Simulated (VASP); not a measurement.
# Ru (Im-3m) in VASP: a series of runs, part 2 of 2

VASP 6.6.1.

## (3) Single point, PBE (Mo replaced by Ru, lengths x 0.969, strained)

The input, INCAR:

```
SYSTEM = Ru
PREC = Accurate
ENCUT = 520
EDIFF = 1E-6
ISMEAR = 0
SIGMA = 0.1
LREAL = .FALSE.
LASPH = .TRUE.
NELM = 60
ALGO = Normal
ISIF = 2
LWAVE = .FALSE.
LCHARG = .TRUE.
GGA = PE
LELF = .TRUE.
LVHAR = .TRUE.
NBANDS = 13
```

The input, KPOINTS:

```
regular mesh
0
G
  18 18 18
  0 0 0
```

The input, POSCAR:

```
Ru
1.0
   -1.5662031861      1.5662031861      1.5662031861
    1.5662031861     -1.5662031861      1.5662031861
    1.5662031861      1.5662031861     -1.5662031861
Ru
1
Direct
    0.0000000000      0.0000000000      0.0000000000
```

Potentials or basis: VASP PAW PBE potentials, release 64 (Ru_pv).

Started as:

```bash
$ cat potpaw_PBE.64/Ru_pv/POTCAR > POTCAR
$ mpirun -np 1 vasp_std > vasp.out
```

OUTCAR:

```text
SYSTEM = Ru
   PREC = Accurate
   ENCUT = 520
   EDIFF = 1E-6
   ISMEAR = 0
   LREAL = .FALSE.
   LASPH = .TRUE.
   NELM = 60
   ISIF = 2
   GGA = PE

 ion  position               nearest neighbor table
   1  0.000  0.000  0.000-

  LATTYP: Found a body centered cubic cell.
 ALAT       =     3.1324063722

  Lattice vectors:

 A1 = (  -1.5662031861,   1.5662031861,   1.5662031861)
 A2 = (   1.5662031861,  -1.5662031861,   1.5662031861)
 A3 = (   1.5662031861,   1.5662031861,  -1.5662031861)

Analysis of symmetry for initial positions (statically):
=====================================================================
 Subroutine PRICEL returns:
 Original cell was already a primitive cell.

 Routine SETGRP: Setting up the symmetry group for a
 body centered cubic supercell.

 Subroutine GETGRP returns: Found 48 space group operations
 (whereof 48 operations were pure point group operations)
 out of a pool of 48 trial point group operations.

The static configuration has the point symmetry O_h .

Analysis of symmetry for dynamics (positions and initial velocities):
=====================================================================
 Subroutine PRICEL returns:
 Original cell was already a primitive cell.

 Routine SETGRP: Setting up the symmetry group for a
 body centered cubic supercell.

 Subroutine GETGRP returns: Found 48 space group operations
 (whereof 48 operations were pure point group operations)
 out of a pool of 48 trial point group operations.

The dynamic configuration has the point symmetry O_h .

 Subroutine INISYM returns: Found 48 space group operations
 (whereof 48 operations are pure point group operations),
 and found     1 'primitive' translations

----------------------------------------------------------------------------------------

                                     Primitive cell

  volume of cell :      15.3675

  direct lattice vectors                    reciprocal lattice vectors
    -1.566203186  1.566203186  1.566203186     0.000000000  0.319243381  0.319243381
     1.566203186 -1.566203186  1.566203186     0.319243381  0.000000000  0.319243381
     1.566203186  1.566203186 -1.566203186     0.319243381  0.319243381  0.000000000

  length of vectors
     2.712743493  2.712743493  2.712743493     0.451478319  0.451478319  0.451478319

  position of ions in fractional coordinates (direct lattice)
     0.000000000  0.000000000  0.000000000

  ion indices of the primitive-cell ions
   primitive index   ion index
                 1           1

----------------------------------------------------------------------------------------

 KPOINTS: regular mesh

Automatic generation of k-mesh.
 Grid dimensions read from file:
 generate k-points for:   18   18   18

 Generating k-lattice:

  Cartesian coordinates                     Fractional coordinates (reciprocal lattice)
     0.000000000  0.017735743  0.017735743     0.055555556  0.000000000  0.000000000
     0.017735743  0.000000000  0.017735743     0.000000000  0.055555556  0.000000000
     0.017735743  0.017735743  0.000000000     0.000000000  0.000000000  0.055555556

  Length of vectors
     0.025082129  0.025082129  0.025082129

  Shift w.r.t. Gamma in fractional coordinates (k-lattice)
     0.000000000  0.000000000  0.000000000

 Subroutine IBZKPT returns following result:
 ===========================================

 Found    195 irreducible k-points:

 Following reciprocal coordinates:
            Coordinates               Weight
  0.000000  0.000000  0.000000      1.000000
  0.055556  0.000000  0.000000     12.000000
  0.111111  0.000000  0.000000     12.000000
  0.166667  0.000000  0.000000     12.000000
  0.222222  0.000000  0.000000     12.000000
  0.277778  0.000000  0.000000     12.000000
[... 16 lines left out ...]
  0.333333  0.111111 -0.000000     48.000000
  0.388889  0.111111  0.000000     48.000000
 [... further k-points ...]
   k-points           NKPTS =    195   k-points in BZ     NKDIM =    195   number of bands    NBANDS=     13
   number of dos      NEDOS =    301   number of ions     NIONS =      1
   total plane-waves  NPLWV =   8000
   dimension x,y,z NGX =    20 NGY =   20 NGZ =   20
   dimension x,y,z NGXF=    40 NGYF=   40 NGZF=   40
   ions per type =               1
   NGX,Y,Z   is equivalent  to a cutoff of  12.26, 12.26, 12.26 a.u.
   NGXF,Y,Z  is equivalent  to a cutoff of  24.51, 24.51, 24.51 a.u.
 SYSTEM =  Ru
   PREC   = accura    normal or accurate (medium, high low for compatibility)
   ISTART =      0    job   : 0-new  1-cont  2-samecut
   ICHARG =      2    charge: 1-file 2-atom 10-const
   ISPIN  =      1    spin polarized calculation?
   LNONCOLLINEAR =      F non collinear calculations
   LSORBIT =      F    spin-orbit coupling
   LASPH  =      T    aspherical Exc in radial PAW
   ENCUT  =  520.0 eV  38.22 Ry    6.18 a.u.   5.04  5.04  5.04*2*pi/ulx,y,z
   NELM   =     60;   NELMIN=  2; NELMDL= -5     # of ELM steps
   EDIFF  = 0.1E-05   stopping-criterion for ELM
   LREAL  =      F    real-space projection
   EDIFFG = 0.1E-04   stopping-criterion for IOM
   NSW    =      0    number of steps for IOM
   IBRION =     -1    ionic relax: 0-MD 1-quasi-New 2-CG
   NFREE  =      0    steps in history (QN), initial steepest desc. (CG)
   ISIF   =      2    stress and relaxation
   ISYM   =      2    0-nonsym 1-usesym 2-fastsym
   POTIM  = 0.5000    time-step for ionic-motion
   TEBEG  =    0.0;   TEEND  =   0.0 temperature during run
   PSTRESS=    0.0 pullay stress
   NELECT =      14.0000    total number of electrons
   NUPDOWN=      -1.0000    fix difference up-down
   EMIN   =  10.00;   EMAX   =-10.00  energy-range for DOS
   EFERMI =   0.00;   METHOD = LEGACY
   ISMEAR =     0;   SIGMA  =   0.10  broadening in eV -4-tet -1-fermi 0-gaus
   EFERMI_NEDOS =   21; number of points for ismear=-14 and -15
   IALGO  =     38    algorithm
   IMIX   =      4    mixing-type and parameters
     AMIX     =   0.40;   BMIX     =  1.00
     AMIX_MAG =   1.60;   BMIX_MAG =  1.00
  volume/ion in A,a.u.               =      15.37       103.71
  Fermi-wavevector in a.u.,A,eV,Ry     =   1.587021  2.999035 34.268129  2.518636
  Thomas-Fermi vector in A             =   2.686243
   LORBIT       =      0    0 simple, 1 ext, 2 COOP (PROOUT), +10 PAW based schemes
   GGA     = PE    functional components
   LHFCALC =     F    Hartree Fock is set to
   AEXX    =    0.0000 exact exchange contribution
   IVDW    =     0    specifies the selected vdW correction
   LEPSILON=     F    determine dielectric tensor
   LRPA    =     F    only Hartree local field effects (RPA)
 non-spin polarized calculation
 Gauss-broadening in eV      SIGMA  =   0.10
  energy-cutoff  :      520.00
  volume of cell :       15.37
 maximum number of plane-waves:       430
   NGX =  9   NGY =  9   NGZ =  9

 number of electron      13.9999995 magnetization

 Free energy of the ion-electron system (eV)
  ---------------------------------------------------
  ext. energy  EPLUGINS =         0.00000000
  ---------------------------------------------------
  free energy    TOTEN  =        -8.54635923 eV

  energy without entropy =       -8.53494910  energy(sigma->0) =       -8.54065417

 E-fermi :  10.8443     XC(G=0): -13.3531

 val. band max:       10.8316446001   @ k =   0.2778   0.1111   0.1111
 cond. band min:      10.8553134839   @ k =   0.3889   0.1667   0.0556
 fundamental gap:      0.0236688837
 Fermi energy:        10.8443365560

 k-point     1 :       0.0000    0.0000    0.0000
  band No.  band energies     occupation
      1     -31.6740      2.00000
      2     -31.6740      2.00000
      3     -31.6740      2.00000
      4       3.4595      2.00000
      5       8.4053      2.00000
      6       8.4053      2.00000
      7       8.4053      2.00000
      8      10.7752      1.67167
      9      10.7752      1.67166
     10      21.5229      0.00000
     11      27.8801      0.00000
     12      27.8801      0.00000
     13      27.8801      0.00000
[... 353 lines left out ...]
 k-point    24 :       0.3889    0.1111    0.0000
  band No.  band energies     occupation
      1     -32.3421      2.00000
      2     -31.9297      2.00000
      3     -31.7062      2.00000
      4       5.7482      2.00000
      5       7.0204      2.00000
      6       9.9084      2.00000
      7      10.6756      1.98300
      8      11.5901      0.00000
      9      14.0725      0.00000
     10      20.4165      0.00000
     11      21.5244      0.00000
     12      24.5197      0.00000
     13      27.4558      0.00000

 [... further k-points ...]
[... 5 lines left out ...]
  --------------------------------------------------------------------------------------
  -------------------------------------------------------------------------------------
  Total       -1.7286555     -1.7286555     -1.7286555      0.0000000     -0.0000000      0.0000000
  in kB     -180.2248712   -180.2248712   -180.2248712      0.0000000     -0.0000000      0.0000000
  external PRESSURE =    -180.2248712 kB  Pullay stress =       0.0000000 kB

 VOLUME and BASIS-vectors are now :
 -----------------------------------------------------------------------------
  energy-cutoff  :      520.00
  volume of cell :       15.37
      direct lattice vectors                 reciprocal lattice vectors
    -1.566203186  1.566203186  1.566203186     0.000000000  0.319243381  0.319243381
     1.566203186 -1.566203186  1.566203186     0.319243381  0.000000000  0.319243381
     1.566203186  1.566203186 -1.566203186     0.319243381  0.319243381  0.000000000

 POSITION                                       TOTAL-FORCE (eV/Angst)
 -----------------------------------------------------------------------------------
      0.00000      0.00000      0.00000         0.000000      0.000000      0.000000
 -----------------------------------------------------------------------------------
    total drift:                                0.000000      0.000000      0.000000

  FREE ENERGIE OF THE ION-ELECTRON SYSTEM (eV)
  ---------------------------------------------------
  free  energy   TOTEN  =        -8.5463592324 eV

  energy  without entropy=       -8.5349491008  energy(sigma->0) =       -8.54065417
```

Wall time 18 s (1 thread of Intel Xeon 6975P-C, shared host); peak memory 0.15 GiB.

What came out:

```
Free energy            : -8.5464 eV
Pressure               : -18.0 GPa
Band gap on the k mesh : zero (band 7 reaches 12.39 eV, above the bottom of band 8 at 9.25 eV)
```

Levels at points of the mesh, in eV from the Fermi level:
```tsv
k point	band 5	band 6	band 7	band 8	band 9	band 10
(0.00, 0.00, 0.00)	-2.44	-2.44	-2.44	-0.07	-0.07	10.68
(0.50, 0.00, 0.00)	-3.95	-0.11	0.30	1.15	2.06	9.08
(0.50, 0.50, 0.50)	-5.42	1.55	1.55	1.55	8.81	8.81
```

Caveat: the cell differs from its parent crystal (Mo replaced by Ru, lengths x 0.969, strained).
